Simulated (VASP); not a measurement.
Here is a VASP 6.6.1 calculation.

The input INCAR:

```
ALGO = Normal ; EDIFF = 1E-6
ENCUT = 520 ; ISIF = 2
ISMEAR = 0 ; LASPH = True
LCHARG = False ; LREAL = False
LWAVE = False ; NBANDS = 15
NELM = 60 ; PREC = Accurate
SIGMA = 0.05
```

Contents of KPOINTS:

```
k-points
0
Gamma
  6 6 6
```

File POSCAR:

```
CaSe
1.0
    0.0000000000      3.3000000000      3.2010000000
    3.3000000000      0.0000000000      3.2010000000
    3.3000000000      3.3000000000      0.0000000000
Ca Se
1 1
Direct
    0.0000000000      0.0000000000      0.0000000000
    0.7500000000      0.7500000000      0.7500000000
```

Potentials or basis: VASP PAW LDA potentials, release 64 (Ca_sv, Se).

The run is started by

```console
$ cat potpaw_LDA.64/Ca_sv/POTCAR potpaw_LDA.64/Se/POTCAR > POTCAR
$ mpirun -np 1 vasp_std > vasp.out
```

Task: Estimate the band gap on the k mesh.

Result: 2.96 eV, indirect (least direct gap 3.06 eV).

Task: Estimate the pressure.

Result: -1.7 GPa.

Stress tensor (GPa, compression positive):
```
-1.75  0.00  0.00
 0.00 -1.75  0.00
 0.00  0.00 -1.59
```

Caveat: the cell differs from its parent crystal (strain +0.000 along x and y, -0.030 along z). A k mesh can miss the band edges.
